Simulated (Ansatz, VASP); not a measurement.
**One calculation of Ge, two programs**

```
CELL_PARAMETERS angstrom
0.00000 6.45187 6.45187
6.45187 0.00000 6.45187
6.45187 6.45187 0.00000
ATOMIC_POSITIONS crystal
Ge 0.28523 0.57159 0.57159
Ge 0.67841 0.67841 0.67841
Ge 0.67841 0.67841 0.96477
Ge 0.67841 0.96477 0.67841
Ge 0.57159 0.28523 0.57159
Ge 0.57159 0.57159 0.57159
Ge 0.57159 0.57159 0.28523
Ge 0.96477 0.67841 0.67841
```

Alike in both runs: task relaxation of cell and atoms; functional PBE; k mesh 6 × 6 × 6; occupations gaussian, width 0.1 eV; no spin polarisation.

|  | VASP | Ansatz |
| --- | --- | --- |
| version | VASP 6.6.1 | Ansatz 0.2.0 |
| potentials or method | VASP PAW PBE potentials, release 64 (Ge_d), cutoff 600 eV | scalar-relativistic, plane waves, PAW |
| valence electrons in the cell | 112 | 112 |

```tsv
	VASP	Ansatz	Ansatz less VASP
gap on the k mesh at the Fermi level, each at its own relaxed structure (eV)	none	none	-
relaxed volume (Å³/atom)	67.14	67.14	0.000
relaxed length of the cell vector where the two differ most in proportion (Å)	9.124	9.124	0.0000
```

A gap of «none» marks a metal or a gap that the smearing closes. Ansatz's warnings: xc potential rough in thin density.

Noted on VASP's run: the relaxation stopped at its first step, so nothing moved.
